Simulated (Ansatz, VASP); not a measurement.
InP: VASP beside Ansatz

```
CELL_PARAMETERS angstrom
0.00000 2.51084 2.51084
2.51084 0.00000 2.51084
2.51084 2.51084 0.00000
ATOMIC_POSITIONS crystal
In 0.00000 0.00000 0.00000
P 0.25000 0.25000 0.25000
```

Change from the starting cell: volume scaled by 0.64, LAPW.

Alike in both runs: task single point; functional LDA; k mesh 11 × 11 × 11; occupations fermi-dirac, width 0.05 eV; no spin polarisation.

|  | VASP | Ansatz |
| --- | --- | --- |
| version | VASP 6.6.1 | Ansatz 0.2.0 |
| potentials or method | VASP PAW LDA potentials, release 64 (In_d, P), cutoff 500 eV | all-electron LAPW, scalar-relativistic |

|  | VASP | Ansatz | Ansatz less VASP |
| --- | --- | --- | --- |
| pressure (GPa) | 85.4 | 85.5 | +0.15 |

LDA's correlation is that of Perdew and Zunger in VASP and of Perdew and Wang (1992) in Ansatz. Both programs put the cell under a high pressure, so it lies far from rest at this level. Ansatz ran all-electron here, and VASP with PAW potentials.

Noted on VASP's run: the cell as given lies far from equilibrium.
